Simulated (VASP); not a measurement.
Set up this calculation in VASP 6.6.1, as the native input.

| Item | Value |
| --- | --- |
| Task | single point |
| Functional | r2SCAN |
| Potentials or basis | VASP PAW PBE potentials, release 64 (Ag) |
| Cutoff | 520 eV |
| k mesh | 16 × 16 × 16 |
| Occupations | gaussian, width 0.1 eV |
| Spin | no spin polarisation |
| Dipole correction | no |
| Further INCAR settings | ALGO = Normal; EDIFF = 1e-07; NBANDS = 18 |

The system is Ag.

```
CELL_PARAMETERS angstrom
0.00000 3.04785 3.04785
3.04785 0.00000 3.04785
3.04785 3.04785 0.00000
ATOMIC_POSITIONS crystal
Ag 0.00000 0.00000 0.00000
Ag 0.25000 0.25000 0.25000
```

These files were run (other wordings do the same):

POSCAR

```
Ag
1.0
    0.0000000000      3.0478532732      3.0478532732
    3.0478532732      0.0000000000      3.0478532732
    3.0478532732      3.0478532732      0.0000000000
Ag
2
Direct
    0.0000000000      0.0000000000      0.0000000000
    0.2500000000      0.2500000000      0.2500000000
```

INCAR.step1

```
PREC = Accurate
ENCUT = 520
ISMEAR = 0
SIGMA = 0.1
LREAL = F
LASPH = T
NELM = 60
NBANDS = 18
GGA = PE
ALGO = Normal
EDIFF = 1E-4
LWAVE = T
LCHARG = F
```

INCAR.step2

```
PREC = Accurate
ENCUT = 520
EDIFF = 1E-7
ISMEAR = 0
SIGMA = 0.1
LREAL = F
LASPH = T
NELM = 60
ALGO = Normal
ISIF = 2
LWAVE = F
LCHARG = F
METAGGA = R2SCAN
LMIXTAU = T
NBANDS = 18
ISTART = 1
```

KPOINTS

```
Automatic mesh
0
Gamma
  16 16 16
```

Potentials or basis: VASP PAW PBE potentials, release 64 (Ag).

The run is started by

```sh
$ cat potpaw_PBE.64/Ag/POTCAR > POTCAR
$ cp INCAR.step1 INCAR
$ mpirun -np 1 vasp_std > vasp.out
$ cp INCAR.step2 INCAR
$ mpirun -np 1 vasp_std > vasp.out
```

Results of the run:

The pressure is 0.1 GPa and the band gap on the k mesh is zero (band 11 reaches 3.59 eV, above the bottom of band 12 at 2.37 eV).

Caveat: the PAW data sets were made with another functional, which shifts forces and pressure a little.

Run time: 7.2 min on 1 thread of Intel Xeon 8259CL (shared host), peak memory 0.27 GiB.
